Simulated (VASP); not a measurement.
# YSi24C23 (a cell with a defect) in VASP: electric field gradients with PBE

Aim: the electric field gradients of YSi24C23 (a cell with a defect) with PBE.

Program: VASP 6.6.1. These are calculated values, not measurements. Logs are shortened: lines on timing, memory, paths and dates and some standing lists are left out, and cuts for length are marked.

## Step 1: The cell of the first run

The cell holds a defect, 48 atoms: a = 6.152 Å, b = 9.228 Å, c = 10.096 Å, α = 90.00°, β = 90.00°, γ = 120.00°.

## Step 2: Electric field gradients, PBE

INCAR

```
ALGO = Normal
EDIFF = 1E-8
ENCUT = 520
GGA = PE
GGA_COMPAT = False
ISIF = 2
ISMEAR = -1
KPAR = 4
LASPH = True
LCHARG = False
LEFG = True
LREAL = False
LWAVE = False
NBANDS = 130
NELECT = 200.0
NELM = 120
PREC = Accurate
SIGMA = 0.01
```

KPOINTS

```
k-points
0
Gamma
  4 3 2
```

POSCAR

```
YSi24C23
1.0
    6.1520000000      0.0000000000      0.0000000000
   -4.6140000000      7.9916824260      0.0000000000
    0.0000000000      0.0000000000     10.0960000000
Si Y C
24 1 23
Direct
    0.1666666666      0.2222222222      0.0000000000
    0.1666666666      0.2222222222      0.5000000000
    0.1666666666      0.5555555556      0.0000000000
    0.1666666666      0.5555555556      0.5000000000
    0.1666666666      0.8888888889      0.0000000000
    0.1666666666      0.8888888889      0.5000000000
    0.6666666666      0.2222222222      0.0000000000
    0.6666666666      0.2222222222      0.5000000000
    0.6666666666      0.5555555556      0.0000000000
    0.6666666666      0.5555555556      0.5000000000
    0.6666666666      0.8888888889      0.0000000000
    0.6666666666      0.8888888889      0.5000000000
    0.3333333334      0.1111111111      0.2500000000
    0.3333333334      0.1111111111      0.7500000000
    0.3333333334      0.4444444444      0.2500000000
    0.3333333334      0.4444444444      0.7500000000
    0.3333333334      0.7777777778      0.2500000000
    0.3333333334      0.7777777778      0.7500000000
    0.8333333334      0.1111111111      0.2500000000
    0.8333333334      0.1111111111      0.7500000000
    0.8333333334      0.4444444444      0.2500000000
    0.8333333334      0.4444444444      0.7500000000
    0.8333333334      0.7777777778      0.2500000000
    0.8333333334      0.7777777778      0.7500000000
    0.1666666666      0.2222222222      0.1925000000
    0.1666666666      0.2222222222      0.6925000000
    0.1666666666      0.5555555556      0.1925000000
    0.1666666666      0.5555555556      0.6925000000
    0.1666666666      0.8888888889      0.1925000000
    0.1666666666      0.8888888889      0.6925000000
    0.6666666666      0.2222222222      0.1925000000
    0.6666666666      0.2222222222      0.6925000000
    0.6666666666      0.5555555556      0.1925000000
    0.6666666666      0.5555555556      0.6925000000
    0.6666666666      0.8888888889      0.1925000000
    0.6666666666      0.8888888889      0.6925000000
    0.3333333334      0.1111111111      0.4425000000
    0.3333333334      0.1111111111      0.9425000000
    0.3333333334      0.4444444444      0.4425000000
    0.3333333334      0.4444444444      0.9425000000
    0.3333333334      0.7777777778      0.4425000000
    0.3333333334      0.7777777778      0.9425000000
    0.8333333334      0.1111111111      0.4425000000
    0.8333333334      0.1111111111      0.9425000000
    0.8333333334      0.4444444444      0.4425000000
    0.8333333334      0.4444444444      0.9425000000
    0.8333333334      0.7777777778      0.4425000000
    0.8333333334      0.7777777778      0.9425000000
```

Potentials or basis: VASP PAW PBE potentials, release 64 (Si, Y_sv, C).

On the command line:

```bash
$ cat potpaw_PBE.64/Si/POTCAR potpaw_PBE.64/Y_sv/POTCAR potpaw_PBE.64/C/POTCAR > POTCAR
$ mpirun -np 4 vasp_std > vasp.out
```

OUTCAR:

```text
EDIFF = 1E-8
   ENCUT = 520
   GGA = PE
   ISIF = 2
   ISMEAR = -1
   LASPH = True
   LREAL = False
   NELECT = 200.0
   NELM = 120
   PREC = Accurate

 ion  position               nearest neighbor table
   1  0.167  0.222  0.000-  44 1.87  40 1.87  38 1.87  25 1.94   5 3.08  11 3.08   7 3.08   7 3.08
                             9 3.08   3 3.08  19 3.09  20 3.09  15 3.09  16 3.09  13 3.09  14 3.09
   2  0.167  0.222  0.500-  43 1.87  39 1.87  37 1.87  26 1.94   6 3.08  12 3.08   8 3.08   8 3.08
                            10 3.08   4 3.08  19 3.09  20 3.09  15 3.09  16 3.09  13 3.09  14 3.09
   3  0.167  0.556  0.000-  46 1.87  42 1.87  40 1.87  27 1.94   5 3.08  11 3.08   9 3.08   9 3.08
                             7 3.08   1 3.08  21 3.09  22 3.09  17 3.09  18 3.09  15 3.09  16 3.09
   4  0.167  0.556  0.500-  45 1.87  41 1.87  39 1.87  28 1.94   6 3.08  12 3.08  10 3.08  10 3.08
                             8 3.08   2 3.08  21 3.09  22 3.09  17 3.09  18 3.09  15 3.09  16 3.09
   5  0.167  0.889  0.000-  48 1.87  38 1.87  42 1.87  29 1.94   3 3.08   1 3.08   9 3.08   7 3.08
                            11 3.08  11 3.08  23 3.09  24 3.09  13 3.09  14 3.09  17 3.09  18 3.09
   6  0.167  0.889  0.500-  47 1.87  37 1.87  41 1.87  30 1.94   4 3.08   2 3.08  10 3.08   8 3.08
                            12 3.08  12 3.08  23 3.09  24 3.09  13 3.09  14 3.09  17 3.09  18 3.09
   7  0.667  0.222  0.000-  38 1.87  46 1.87  44 1.87  31 1.94  11 3.08   5 3.08   1 3.08   1 3.08
                             3 3.08   9 3.08  13 3.09  14 3.09  21 3.09  22 3.09  19 3.09  20 3.09
   8  0.667  0.222  0.500-  37 1.87  45 1.87  43 1.87  32 1.94  12 3.08   6 3.08   2 3.08   2 3.08
                             4 3.08  10 3.08  13 3.09  14 3.09  21 3.09  22 3.09  19 3.09  20 3.09
   9  0.667  0.556  0.000-  40 1.87  48 1.87  46 1.87  33 1.94  11 3.08   5 3.08   3 3.08   3 3.08
[... 23 lines left out ...]
  21  0.833  0.444  0.250-  27 1.87  31 1.87  33 1.87  45 1.94  19 3.08  13 3.08  15 3.08  15 3.08
                            17 3.08  23 3.08   3 3.09   4 3.09   7 3.09   8 3.09   9 3.09  10 3.09
  22  0.833  0.444  0.750-  28 1.87  32 1.87  34 1.87  46 1.94  20 3.08  14 3.08  16 3.08  16 3.08
                            18 3.08  24 3.08   3 3.09   4 3.09   7 3.09   8 3.09   9 3.09  10 3.09
  23  0.833  0.778  0.250-  29 1.87  33 1.87  35 1.87  47 1.94  19 3.08  13 3.08  17 3.08  17 3.08
                            15 3.08  21 3.08   5 3.09   6 3.09   9 3.09  10 3.09  11 3.09  12 3.09
  24  0.833  0.778  0.750-  30 1.87  34 1.87  36 1.87  48 1.94  20 3.08  14 3.08  18 3.08  18 3.08
                            16 3.08  22 3.08   5 3.09   6 3.09   9 3.09  10 3.09  11 3.09  12 3.09
  25  0.167  0.222  0.193-  19 1.87  15 1.87  13 1.87   1 1.94  29 3.08  35 3.08  31 3.08  31 3.08
                            33 3.08  27 3.08  43 3.09  44 3.09  39 3.09  40 3.09  37 3.09  38 3.09
  26  0.167  0.222  0.693-  20 1.87  16 1.87  14 1.87   2 1.94
  27  0.167  0.556  0.193-  21 1.87  17 1.87  15 1.87   3 1.94  25 3.08
  28  0.167  0.556  0.693-  22 1.87  18 1.87  16 1.87   4 1.94
  29  0.167  0.889  0.193-  23 1.87  13 1.87  17 1.87   5 1.94  25 3.08
  30  0.167  0.889  0.693-  24 1.87  14 1.87  18 1.87   6 1.94
  31  0.667  0.222  0.193-  13 1.87  21 1.87  19 1.87   7 1.94  25 3.08  25 3.08
  32  0.667  0.222  0.693-  14 1.87  22 1.87  20 1.87   8 1.94
  33  0.667  0.556  0.193-  15 1.87  23 1.87  21 1.87   9 1.94  25 3.08
  34  0.667  0.556  0.693-  16 1.87  24 1.87  22 1.87  10 1.94
  35  0.667  0.889  0.193-  17 1.87  19 1.87  23 1.87  11 1.94  25 3.08
  36  0.667  0.889  0.693-  18 1.87  20 1.87  24 1.87  12 1.94
  37  0.333  0.111  0.443-   8 1.87   6 1.87   2 1.87  13 1.94  25 3.09
  38  0.333  0.111  0.943-   7 1.87   5 1.87   1 1.87  14 1.94  25 3.09
  39  0.333  0.444  0.443-  10 1.87   2 1.87   4 1.87  15 1.94  25 3.09
  40  0.333  0.444  0.943-   9 1.87   1 1.87   3 1.87  16 1.94  25 3.09
  41  0.333  0.778  0.443-  12 1.87   4 1.87   6 1.87  17 1.94
  42  0.333  0.778  0.943-  11 1.87   3 1.87   5 1.87  18 1.94
  43  0.833  0.111  0.443-   2 1.87  12 1.87   8 1.87  19 1.94  25 3.09
  44  0.833  0.111  0.943-   1 1.87  11 1.87   7 1.87  20 1.94  25 3.09
  45  0.833  0.444  0.443-   4 1.87   8 1.87  10 1.87  21 1.94
  46  0.833  0.444  0.943-   3 1.87   7 1.87   9 1.87  22 1.94
  47  0.833  0.778  0.443-   6 1.87  10 1.87  12 1.87  23 1.94
  48  0.833  0.778  0.943-   5 1.87   9 1.87  11 1.87  24 1.94

 -----------------------------------------------------------------------------
|                                                                             |
|           W    W    AA    RRRRR   N    N  II  N    N   GGGG   !!!           |
|           W    W   A  A   R    R  NN   N  II  NN   N  G    G  !!!           |
|           W    W  A    A  R    R  N N  N  II  N N  N  G       !!!           |
|           W WW W  AAAAAA  RRRRR   N  N N  II  N  N N  G  GGG   !            |
|           WW  WW  A    A  R   R   N   NN  II  N   NN  G    G                |
|           W    W  A    A  R    R  N    N  II  N    N   GGGG   !!!           |
|                                                                             |
|     The distance between some ions is very small. Please check the          |
|     nearest-neighbor list in the OUTCAR file.                               |
|     I HOPE YOU KNOW WHAT YOU ARE DOING!                                     |
|                                                                             |
 -----------------------------------------------------------------------------

  LATTYP: Found a simple monoclinic cell.
 ALAT       =     6.1520000000
 B/A-ratio  =     1.6410923277
[... 257 lines left out ...]
  ---------------------------------------------------
  ext. energy  EPLUGINS =         0.00000000
  ---------------------------------------------------
  free energy    TOTEN  =      -318.40372127 eV

  energy without entropy =     -318.39579580  energy(sigma->0) =     -318.39975854

 E-fermi :   9.9986     XC(G=0): -11.4877

 val. band max:        9.9888834465   @ k =   0.0000   0.3333   0.5000
 cond. band min:      10.0034416095   @ k =  -0.2500   0.3333   0.0000
 fundamental gap:      0.0145581630
 Fermi energy:         9.9986414301

 k-point     1 :       0.0000    0.0000    0.0000
  band No.  band energies     occupation
      1     -31.1224      2.00000
      2     -12.6545      2.00000
      3     -12.6143      2.00000
      4     -12.3249      2.00000
      5      -7.2239      2.00000
      6      -6.0382      2.00000
[... 1599 lines left out ...]
    111      12.9363      0.00000
    112      12.9951      0.00000
 [bands above 112 left out]

------------------------ aborting loop because EDIFF is reached ----------------------------------------

  FORCE on cell =-STRESS in cart. coord.  units (eV):
  Direction    XX          YY          ZZ          XY          YZ          ZX
  --------------------------------------------------------------------------------------
  -------------------------------------------------------------------------------------
  Total       73.8898874     74.6854136     50.3085031      2.1598761      0.5863998      0.3201263
  in kB      238.5018217    241.0696219    162.3858160      6.9716494      1.8927817      1.0333038
  external PRESSURE =     213.9857532 kB  Pullay stress =       0.0000000 kB

 VOLUME and BASIS-vectors are now :
 -----------------------------------------------------------------------------
  energy-cutoff  :      520.00
  volume of cell :      496.37
      direct lattice vectors                 reciprocal lattice vectors
     6.152000000  0.000000000  0.000000000     0.162548765  0.093847573  0.000000000
    -4.614000000  7.991682426  0.000000000     0.000000000  0.125130097  0.000000000
     0.000000000  0.000000000 10.096000000     0.000000000  0.000000000  0.099049128

 POSITION                                       TOTAL-FORCE (eV/Angst)
 -----------------------------------------------------------------------------------
     -0.00000      1.77593      0.00000         0.061488     -0.060626    -11.415796
     -0.00000      1.77593      5.04800         0.002028     -0.020606      0.227300
     -1.53800      4.43982      0.00000         0.041253     -0.142371      0.965107
     -1.53800      4.43982      5.04800         0.093244      0.039008      0.624371
     -3.07600      7.10372      0.00000        -0.072052      0.200142      0.957019
     -3.07600      7.10372      5.04800         0.117777      0.097257      0.630764
[... 40 lines left out ...]
      1.53800      6.21575      4.46748         0.024310      0.021806     -0.723534
      1.53800      6.21575      9.51548         0.009667     -0.000126     -0.867871
 -----------------------------------------------------------------------------------
    total drift:                               -0.000083     -0.000017     -0.001476

  FREE ENERGIE OF THE ION-ELECTRON SYSTEM (eV)
  ---------------------------------------------------
  free  energy   TOTEN  =      -318.4037212697 eV

  energy  without entropy=     -318.3957958032  energy(sigma->0) =     -318.39975854

 Electric field gradients (V/A^2)
---------------------------------------------------------------------
 ion       V_xx      V_yy      V_zz      V_xy      V_xz      V_yz
---------------------------------------------------------------------
   1       0.163     0.720    -0.883     0.214    -0.358    -1.309
   2      -9.843    -9.408    19.252     0.164     0.003     0.345
   3      -8.861    -8.212    17.073    -0.431     0.270    -0.530
   4     -10.358    -8.419    18.776    -0.473    -0.646     0.182
   5      -8.441    -8.058    16.499    -0.791    -0.685     0.715
   6      -9.110    -9.404    18.514    -0.465    -0.264    -0.262
[... 40 lines left out ...]
  47      -1.450    -0.969     2.419    -0.046     0.036    -0.152
  48      -1.493    -1.746     3.239    -0.042     0.036     0.091
---------------------------------------------------------------------

 Electric field gradients after diagonalization (V/A^2)
 (convention: |V_zz| > |V_xx| > |V_yy|)
----------------------------------------------------------------------
 ion       V_xx      V_yy      V_zz     asymmetry (V_yy - V_xx)/ V_zz
----------------------------------------------------------------------
   1       1.549     0.092    -1.641       0.888
   2      -9.899    -9.357    19.256       0.028
   3      -9.077    -8.011    17.087       0.062
   4     -10.479    -8.313    18.792       0.115
   5      -9.064    -7.476    16.540       0.096
   6      -9.749    -8.770    18.519       0.053
[... 40 lines left out ...]
  47      -1.454    -0.972     2.426       0.199
  48      -1.755    -1.486     3.241       0.083
----------------------------------------------------------------------

           NMR quadrupolar parameters

 Cq : quadrupolar parameter    Cq=e*Q*V_zz/h
 eta: asymmetry parameters     (V_yy - V_xx)/ V_zz
 Q  : nuclear electric quadrupole moment in mb (millibarn)
----------------------------------------------------------------------
 ion       Cq(MHz)       eta       Q (mb)
----------------------------------------------------------------------
   1      -0.004       0.888       1.000
   2       0.047       0.028       1.000
   3       0.041       0.062       1.000
   4       0.045       0.115       1.000
   5       0.040       0.096       1.000
   6       0.045       0.053       1.000
[... 40 lines left out ...]
  47       0.006       0.199       1.000
  48       0.008       0.083       1.000
----------------------------------------------------------------------
```

It took 12 min on 4 MPI ranks of Intel Xeon Platinum 8375C at 2.90GHz (Ice Lake), shared host; peak memory 0.98 GiB.

Results:

```
Free energy                             : -318.4037 eV
Largest force                           : 15.742 eV/Å
Largest electric field gradient by atom : Si -1.6, +19.3, +17.1, +18.8, +16.5, +18.5, +15.5, +18.1, +16.1, +19.0, +15.2, -20.0, +17.3, +19.9, +18.6, +14.0, -20.8, +17.6, +16.4, +16.9, +16.2 (each value once); Y +35.9; C +1.4, +7.9, +2.4, +8.1, +2.3, +12.3, +1.9, -4.4, +2.5, -4.3, +8.2, +8.5, +6.7, +2.1, +3.3, +8.4, +8.9, +3.0, +3.2 (each value once) V/Å²
```

Forces on the atoms (eV/Å):
```
Si    0.061  -0.061 -11.416
Si    0.002  -0.021   0.227
Si    0.041  -0.142   0.965
Si    0.093   0.039   0.624
Si   -0.072   0.200   0.957
Si    0.118   0.097   0.631
Si   -0.010  -0.011   1.173
Si   -0.007  -0.204   0.556
Si   -0.034  -0.141   1.039
Si   -0.100   0.016   0.628
Si    0.060   0.169   1.046
Si   -0.121   0.069   0.636
Si   12.679  -6.917   5.689
Si    0.093  -0.017   0.818
Si    0.264  14.654   5.744
Si   -0.007   0.020   0.751
Si    0.239   0.120   0.897
Si   -0.014   0.005   0.883
Si  -12.509  -7.176   5.420
Si   -0.084   0.006   0.806
Si   -0.043  -0.389   0.679
Si    0.008   0.006   0.862
Si   -0.062   0.147   0.708
Si    0.011  -0.026   0.851
Y    -0.444  -0.494  -3.231
C     0.001   0.012  -0.803
C    -0.405   0.079  -0.955
C    -0.130  -0.015  -0.782
C    -0.037  -0.398  -0.984
C    -0.078  -0.099  -0.804
C    -0.018   0.338  -1.107
C     0.008   0.253  -0.791
C     0.488   0.643  -0.931
C     0.134  -0.006  -0.775
C    -0.287  -0.700  -0.909
C     0.079  -0.111  -0.785
C     0.269  -0.157  -0.157
C     0.481  -0.299  -1.092
C     0.011   0.385  -0.083
C     0.013   0.594  -0.967
C    -0.028  -0.052  -0.706
C    -0.015  -0.058  -0.922
C    -0.211  -0.174  -0.175
C    -0.471  -0.283  -1.032
C     0.000   0.031  -0.763
C    -0.001   0.045  -0.831
C     0.024   0.022  -0.724
C     0.010   0.000  -0.868
```

Levels at points of the mesh, in eV from the Fermi level:
| k point | band 97 | band 98 | band 99 | band 100 | band 101 | band 102 | band 103 | band 104 |
| --- | --- | --- | --- | --- | --- | --- | --- | --- |
| (0.00, 0.00, 0.00) | -1.46 | -0.89 | -0.17 | -0.10 | -0.07 | 0.12 | 1.28 | 1.54 |
| (0.50, 0.00, 0.00) | -0.70 | -0.29 | -0.22 | -0.13 | 0.12 | 1.44 | 1.64 | 1.66 |
| (0.00, 0.00, 0.50) | -1.45 | -0.90 | -0.22 | -0.17 | 0.01 | 0.14 | 1.26 | 1.45 |
| (0.50, 0.00, 0.50) | -0.70 | -0.23 | -0.07 | -0.01 | 0.02 | 1.53 | 1.76 | 2.02 |

Electric field gradients, principal values (V/Å²):
```tsv
atom	least	middle	greatest (by size)
1 Si	0.092	1.549	-1.641
2 Si	-9.357	-9.899	19.256
3 Si	-8.011	-9.077	17.087
4 Si	-8.313	-10.479	18.792
5 Si	-7.476	-9.064	16.540
6 Si	-8.770	-9.749	18.519
7 Si	-6.575	-8.929	15.504
8 Si	-5.986	-12.103	18.089
9 Si	-7.023	-9.081	16.104
10 Si	-8.321	-10.725	19.046
11 Si	-6.619	-8.619	15.238
12 Si	-8.675	-10.090	18.765
13 Si	5.245	14.794	-20.039
14 Si	-8.361	-8.932	17.293
15 Si	-6.571	-13.283	19.854
16 Si	-8.719	-9.867	18.586
17 Si	-0.677	-13.274	13.951
18 Si	-7.355	-8.165	15.520
19 Si	5.339	15.501	-20.840
20 Si	-8.570	-9.077	17.647
21 Si	-6.733	-9.695	16.427
22 Si	-7.315	-9.233	16.547
23 Si	-4.952	-11.920	16.871
24 Si	-7.426	-8.750	16.176
25 Y	-9.110	-26.798	35.907
26 C	-0.590	-0.780	1.370
27 C	-1.235	-6.708	7.944
28 C	-0.909	-1.459	2.368
29 C	-1.678	-6.436	8.114
30 C	-1.035	-1.258	2.293
31 C	-3.393	-8.902	12.295
32 C	-0.169	-1.683	1.853
33 C	1.490	2.945	-4.435
34 C	-0.975	-1.476	2.451
35 C	0.924	3.346	-4.270
36 C	-1.002	-1.307	2.310
37 C	-3.674	-4.480	8.155
38 C	-3.458	-5.062	8.520
39 C	-2.963	-3.697	6.659
40 C	-3.390	-4.514	7.904
41 C	-0.944	-1.140	2.083
42 C	-1.529	-1.756	3.285
43 C	-3.816	-4.574	8.390
44 C	-3.530	-5.413	8.943
45 C	-0.952	-1.484	2.436
46 C	-1.240	-1.745	2.985
47 C	-0.972	-1.454	2.426
48 C	-1.486	-1.755	3.241
```

Caveat: the cell carries a net charge on a neutralising background, which shifts energy and pressure; the cell is charged against a uniform background, so pressure and absolute levels hang on convention; without QUAD_EFG the Cq values of the log hold for a quadrupole moment of 1 mb, not for the nuclei.
